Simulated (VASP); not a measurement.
# HgTe (CsCl type) (Pm-3m) in VASP: single point with PBE

Aim: the single point of HgTe (CsCl type) with PBE.

All numbers are computed with VASP 6.6.1; they aren't measurements. Logs are shortened: lines on timing, memory, paths and dates and some standing lists are left out, and cuts for length are marked.

## 1. The cell of the first run

The structure is cubic, space group Pm-3m (No. 221). Conventional cell: a = 3.279 Å, b = 3.279 Å, c = 3.279 Å, α = 90.00°, β = 90.00°, γ = 90.00°. Within 3.7 Å of Hg (site symmetry m-3m) lie 8 Te at 2.84 Å and 6 Hg at 3.28 Å. Te (site symmetry m-3m) has 8 Hg at 2.84 Å and 6 Te at 3.28 Å within 3.7 Å.

## 2. Single point, PBE (17.63 Å³/atom)

Contents of POSCAR:

```
HgTe
1.0
    3.2791745032      0.0000000000      0.0000000000
    0.0000000000      3.2791745032      0.0000000000
    0.0000000000      0.0000000000      3.2791745032
Hg Te
1 1
Direct
    0.0000000000      0.0000000000      0.0000000000
    0.5000000000      0.5000000000      0.5000000000
```

Contents of INCAR.step1:

```
PREC = Accurate ; ENCUT = 520
EDIFF = 1E-7 ; ISMEAR = -1
SIGMA = 0.05 ; LREAL = False
LASPH = True ; NELM = 60
ALGO = Normal ; ISIF = 2
LWAVE = False ; LCHARG = True
GGA = PE ; NBANDS = 16
```

Contents of KPOINTS.step1:

```
Automatic mesh
0
Gamma
  11 11 11
```

Contents of INCAR.step2:

```
PREC = Accurate ; ENCUT = 520
EDIFF = 1E-7 ; ISMEAR = -5
SIGMA = 0.05 ; LREAL = False
LASPH = True ; NELM = 60
ALGO = Normal ; ISIF = 2
LWAVE = False ; LCHARG = False
GGA = PE ; LORBIT = 11
NBANDS = 16 ; NEDOS = 2001
ICHARG = 11
```

Contents of KPOINTS.step2:

```
Automatic mesh
0
Gamma
  17 17 17
```

Potentials or basis: VASP PAW PBE potentials, release 64 (Hg, Te).

The run is started by

```
$ cat potpaw_PBE.64/Hg/POTCAR potpaw_PBE.64/Te/POTCAR > POTCAR
$ cp INCAR.step1 INCAR
$ cp KPOINTS.step1 KPOINTS
$ mpirun -np 1 vasp_std > vasp.out
$ cp INCAR.step2 INCAR
$ cp KPOINTS.step2 KPOINTS
$ mpirun -np 1 vasp_std > vasp.out
```

OUTCAR:

```text
PREC = Accurate
   ENCUT = 520
   EDIFF = 1E-7
   ISMEAR = -5
   LREAL = False
   LASPH = True
   NELM = 60
   ISIF = 2
   GGA = PE
   LORBIT = 11
   ICHARG = 11

 ion  position               nearest neighbor table
   1  0.000  0.000  0.000-   2 2.84   2 2.84   2 2.84   2 2.84   2 2.84   2 2.84   2 2.84   2 2.84

   2  0.500  0.500  0.500-   1 2.84   1 2.84   1 2.84   1 2.84   1 2.84   1 2.84   1 2.84   1 2.84

  LATTYP: Found a simple cubic cell.
 ALAT       =     3.2791745032

  Lattice vectors:

 A1 = (   3.2791745032,   0.0000000000,   0.0000000000)
 A2 = (   0.0000000000,   3.2791745032,   0.0000000000)
 A3 = (   0.0000000000,   0.0000000000,   3.2791745032)

Analysis of symmetry for initial positions (statically):
=====================================================================
 Subroutine PRICEL returns:
 Original cell was already a primitive cell.

 Routine SETGRP: Setting up the symmetry group for a
 simple cubic supercell.

 Subroutine GETGRP returns: Found 48 space group operations
 (whereof 48 operations were pure point group operations)
 out of a pool of 48 trial point group operations.

The static configuration has the point symmetry O_h .

Analysis of symmetry for dynamics (positions and initial velocities):
=====================================================================
 Subroutine PRICEL returns:
 Original cell was already a primitive cell.

 Routine SETGRP: Setting up the symmetry group for a
 simple cubic supercell.

 Subroutine GETGRP returns: Found 48 space group operations
 (whereof 48 operations were pure point group operations)
 out of a pool of 48 trial point group operations.

The dynamic configuration has the point symmetry O_h .

 Subroutine INISYM returns: Found 48 space group operations
 (whereof 48 operations are pure point group operations),
 and found     1 'primitive' translations

----------------------------------------------------------------------------------------

                                     Primitive cell

  volume of cell :      35.2609

  direct lattice vectors                    reciprocal lattice vectors
     3.279174503  0.000000000  0.000000000     0.304954799  0.000000000  0.000000000
     0.000000000  3.279174503  0.000000000     0.000000000  0.304954799  0.000000000
     0.000000000  0.000000000  3.279174503     0.000000000  0.000000000  0.304954799

  length of vectors
     3.279174503  3.279174503  3.279174503     0.304954799  0.304954799  0.304954799

  position of ions in fractional coordinates (direct lattice)
     0.000000000  0.000000000  0.000000000
     0.500000000  0.500000000  0.500000000

  ion indices of the primitive-cell ions
   primitive index   ion index
                 1           1
                 2           2

----------------------------------------------------------------------------------------

 KPOINTS: Automatic mesh

Automatic generation of k-mesh.
 Grid dimensions read from file:
 generate k-points for:   17   17   17

 Generating k-lattice:

  Cartesian coordinates                     Fractional coordinates (reciprocal lattice)
     0.017938518  0.000000000  0.000000000     0.058823529  0.000000000  0.000000000
     0.000000000  0.017938518  0.000000000     0.000000000  0.058823529  0.000000000
     0.000000000  0.000000000  0.017938518     0.000000000  0.000000000  0.058823529

  Length of vectors
     0.017938518  0.017938518  0.017938518

  Shift w.r.t. Gamma in fractional coordinates (k-lattice)
     0.000000000  0.000000000  0.000000000

 TETIRR: Found   2433 inequivalent tetrahedra from    29478

 Subroutine IBZKPT returns following result:
 ===========================================

 Found    165 irreducible k-points:

 Following reciprocal coordinates:
            Coordinates               Weight
  0.000000  0.000000  0.000000      1.000000
  0.058824  0.000000  0.000000      6.000000
  0.117647  0.000000  0.000000      6.000000
  0.176471  0.000000  0.000000      6.000000
  0.235294  0.000000  0.000000      6.000000
  0.294118  0.000000  0.000000      6.000000
[... 16 lines left out ...]
  0.411765  0.117647  0.000000     24.000000
  0.470588  0.117647  0.000000     24.000000
 [... further k-points ...]
   k-points           NKPTS =    165   k-points in BZ     NKDIM =    165   number of bands    NBANDS=     16
   number of dos      NEDOS =   2001   number of ions     NIONS =      2
   total plane-waves  NPLWV =  13824
   dimension x,y,z NGX =    24 NGY =   24 NGZ =   24
   dimension x,y,z NGXF=    48 NGYF=   48 NGZF=   48
   ions per type =               1   1
   NGX,Y,Z   is equivalent  to a cutoff of  12.17, 12.17, 12.17 a.u.
   NGXF,Y,Z  is equivalent  to a cutoff of  24.33, 24.33, 24.33 a.u.
 SYSTEM =  unknown system
   PREC   = accura    normal or accurate (medium, high low for compatibility)
   ISTART =      0    job   : 0-new  1-cont  2-samecut
   ICHARG =     11    charge: 1-file 2-atom 10-const
   ISPIN  =      1    spin polarized calculation?
   LNONCOLLINEAR =      F non collinear calculations
   LSORBIT =      F    spin-orbit coupling
   LASPH  =      T    aspherical Exc in radial PAW
   ENCUT  =  520.0 eV  38.22 Ry    6.18 a.u.   6.10  6.10  6.10*2*pi/ulx,y,z
   NELM   =     60;   NELMIN=  2; NELMDL=  0     # of ELM steps
   EDIFF  = 0.1E-06   stopping-criterion for ELM
   LREAL  =      F    real-space projection
   EDIFFG = 0.1E-05   stopping-criterion for IOM
   NSW    =      0    number of steps for IOM
   IBRION =     -1    ionic relax: 0-MD 1-quasi-New 2-CG
   NFREE  =      0    steps in history (QN), initial steepest desc. (CG)
   ISIF   =      2    stress and relaxation
   ISYM   =      2    0-nonsym 1-usesym 2-fastsym
   POTIM  = 0.5000    time-step for ionic-motion
   TEBEG  =    0.0;   TEEND  =   0.0 temperature during run
   PSTRESS=    0.0 pullay stress
   NELECT =      18.0000    total number of electrons
   NUPDOWN=      -1.0000    fix difference up-down
   EMIN   =  10.00;   EMAX   =-10.00  energy-range for DOS
   EFERMI =   0.00;   METHOD = LEGACY
   ISMEAR =    -5;   SIGMA  =   0.05  broadening in eV -4-tet -1-fermi 0-gaus
   EFERMI_NEDOS =   21; number of points for ismear=-14 and -15
   IALGO  =     38    algorithm
   IMIX   =      4    mixing-type and parameters
     AMIX     =   0.40;   BMIX     =  1.00
     AMIX_MAG =   1.60;   BMIX_MAG =  1.00
  volume/ion in A,a.u.               =      17.63       118.98
  Fermi-wavevector in a.u.,A,eV,Ry     =   1.308382  2.472483 23.291307  1.711863
  Thomas-Fermi vector in A             =   2.439052
   LORBIT       =     11    0 simple, 1 ext, 2 COOP (PROOUT), +10 PAW based schemes
   GGA     = PE    functional components
   LHFCALC =     F    Hartree Fock is set to
   AEXX    =    0.0000 exact exchange contribution
   IVDW    =     0    specifies the selected vdW correction
   LEPSILON=     F    determine dielectric tensor
   LRPA    =     F    only Hartree local field effects (RPA)
 non-spin polarized calculation
 Fermi weights with tetrahedron method with Bloechl corrections
  energy-cutoff  :      520.00
  volume of cell :       35.26
 maximum number of plane-waves:       966

 number of electron      17.9999995 magnetization

 Free energy of the ion-electron system (eV)
  ---------------------------------------------------
  ext. energy  EPLUGINS =         0.00000000
  ---------------------------------------------------
  free energy    TOTEN  =        -0.20726884 eV

  energy without entropy =       -0.20726884  energy(sigma->0) =       -0.20726884

 E-fermi :  11.0186     XC(G=0): -12.4464

 val. band max:       11.0432242615   @ k =   0.4118   0.2353   0.1176
 cond. band min:      10.9986133380   @ k =   0.4706   0.2353   0.1765
 fundamental gap:     -0.0446109235
 Fermi energy:        11.0186034627

 k-point     1 :       0.0000    0.0000    0.0000
  band No.  band energies     occupation
      1      -5.4072      2.00000
      2       1.8036      2.00000
      3       1.8036      2.00000
      4       3.1597      2.00000
      5       3.1597      2.00000
      6       3.1597      2.00000
[... 8 lines left out ...]
     15      24.2227      0.00000
     16      24.5731      0.00000

 k-point     2 :       0.0588    0.0000    0.0000
  band No.  band energies     occupation
      1      -5.3571      2.00000
      2       1.8094      2.00000
      3       1.8151      2.00000
      4       3.1216      2.00000
      5       3.1216      2.00000
      6       3.1605      2.00000
[... 8 lines left out ...]
     15      24.0789      0.00000
     16      24.1465      0.00000

 k-point     3 :       0.1176    0.0000    0.0000
  band No.  band energies     occupation
      1      -5.2076      2.00000
      2       1.8264      2.00000
      3       1.8383      2.00000
      4       3.0170      2.00000
      5       3.0170      2.00000
      6       3.1628      2.00000
[... 8 lines left out ...]
     15      23.1215      0.00000
     16      23.7246      0.00000

 k-point     4 :       0.1765    0.0000    0.0000
  band No.  band energies     occupation
      1      -4.9619      2.00000
      2       1.8342      2.00000
      3       1.8522      2.00000
      4       2.8690      2.00000
      5       2.8690      2.00000
      6       3.1663      2.00000
[... 8 lines left out ...]
     15      21.8943      0.00000
     16      23.2978      0.00000

 k-point     5 :       0.2353    0.0000    0.0000
  band No.  band energies     occupation
      1      -4.6261      2.00000
      2       1.7247      2.00000
      3       1.8836      2.00000
      4       2.7047      2.00000
      5       2.7047      2.00000
      6       3.1705      2.00000
[... 8 lines left out ...]
     15      21.0240      0.00000
     16      22.8923      0.00000

 k-point     6 :       0.2941    0.0000    0.0000
  band No.  band energies     occupation
      1      -4.2116      2.00000
      2       1.4089      2.00000
      3       1.9165      2.00000
      4       2.5476      2.00000
      5       2.5476      2.00000
      6       3.1749      2.00000
[... 8 lines left out ...]
     15      22.0377      0.00000
     16      22.5534      0.00000
[... 267 lines left out ...]
 k-point    21 :       0.2941    0.1176    0.0000
  band No.  band energies     occupation
      1      -4.0475      2.00000
      2       1.4489      2.00000
      3       1.9826      2.00000
      4       2.5002      2.00000
      5       2.5767      2.00000
      6       3.0960      2.00000
[... 8 lines left out ...]
     15      21.9494      0.00000
     16      23.6746      0.00000

 k-point    22 :       0.3529    0.1176    0.0000
  band No.  band energies     occupation
      1      -3.5996      2.00000
      2       0.9717      2.00000
      3       2.0156      2.00000
      4       2.4374      2.00000
      5       2.4572      2.00000
      6       3.1050      2.00000
[... 8 lines left out ...]
     15      23.1403      0.00000
     16      23.6920      0.00000

 k-point    23 :       0.4118    0.1176    0.0000
  band No.  band energies     occupation
      1      -3.1595      2.00000
      2       0.4455      2.00000
      3       2.0452      2.00000
      4       2.3696      2.00000
      5       2.3709      2.00000
      6       3.1121      2.00000
[... 8 lines left out ...]
     15      22.9163      0.00000
     16      24.7231      0.00000

 k-point    24 :       0.4706    0.1176    0.0000
  band No.  band energies     occupation
      1      -2.8513      2.00000
      2       0.0724      2.00000
      3       2.0643      2.00000
      4       2.3236      2.00000
      5       2.3259      2.00000
      6       3.1159      2.00000
[... 8 lines left out ...]
     15      22.7777      0.00000
     16      24.8226      0.00000

 [... further k-points ...]
[... 5 lines left out ...]
  --------------------------------------------------------------------------------------
  -------------------------------------------------------------------------------------
  Total       14.7176506     14.7176506     14.7176506      0.0000000     -0.0000000     -0.0000000
  in kB      668.7372025    668.7372025    668.7372025      0.0000000     -0.0000000     -0.0000000
  external PRESSURE =     668.7372025 kB  Pullay stress =       0.0000000 kB

 VOLUME and BASIS-vectors are now :
 -----------------------------------------------------------------------------
  energy-cutoff  :      520.00
  volume of cell :       35.26
      direct lattice vectors                 reciprocal lattice vectors
     3.279174503  0.000000000  0.000000000     0.304954799  0.000000000  0.000000000
     0.000000000  3.279174503  0.000000000     0.000000000  0.304954799  0.000000000
     0.000000000  0.000000000  3.279174503     0.000000000  0.000000000  0.304954799

 POSITION                                       TOTAL-FORCE (eV/Angst)
 -----------------------------------------------------------------------------------
      0.00000      0.00000      0.00000         0.000000      0.000000      0.000000
      1.63959      1.63959      1.63959         0.000000      0.000000      0.000000
 -----------------------------------------------------------------------------------
    total drift:                               -0.000000      0.000000      0.000000

  FREE ENERGIE OF THE ION-ELECTRON SYSTEM (eV)
  ---------------------------------------------------
  free  energy   TOTEN  =        -0.2072688436 eV

  energy  without entropy=       -0.2072688436  energy(sigma->0) =       -0.20726884

 total charge

# of ion       s       p       d       tot
------------------------------------------
    1        0.934   0.539   9.393  10.866
    2        1.455   1.924   0.130   3.509
--------------------------------------------------
tot          2.390   2.463   9.523  14.375
```

It took 40 s on 1 thread of AMD EPYC 7R13 (Zen 3), shared host; peak memory 0.18 GiB.

Results:

```
Valence electrons inside the program's atomic spheres : Hg 10.87; Te 3.51
```

Caveat: spin-orbit coupling is left out, which moves the levels of the heavy elements; tetrahedron occupations give inexact forces and stress in metals.
